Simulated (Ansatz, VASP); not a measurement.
## One calculation of Ga, two programs

```xyz
1
Lattice="-1.5871 1.5871 1.5871 1.5871 -1.5871 1.5871 1.5871 1.5871 -1.5871" Properties=species:S:1:pos:R:3 pbc="T T T"
Ga    0.0000    0.0000    0.0000
```

Alike in both runs: task single point; functional LDA; k mesh 15 × 15 × 15; occupations fermi-dirac, width 0.1 eV; no spin polarisation.

|  | VASP | Ansatz |
| --- | --- | --- |
| version | VASP 6.6.1 | Ansatz 0.2.0 |
| potentials or method | VASP PAW LDA potentials, release 64 (Ga_d), cutoff 520 eV | plane waves (420 eV) with PAW, scalar-relativistic |
| valence electrons in the cell | 13 | 13 |

|  | VASP | Ansatz | Ansatz less VASP |
| --- | --- | --- | --- |
| pressure (GPa) | 6.6 | 6.4 | -0.19 |

Ansatz warns that its potentials were made for another functional, while VASP's fit it. LDA's correlation is that of Perdew and Zunger in VASP and of Perdew and Wang (1992) in Ansatz.
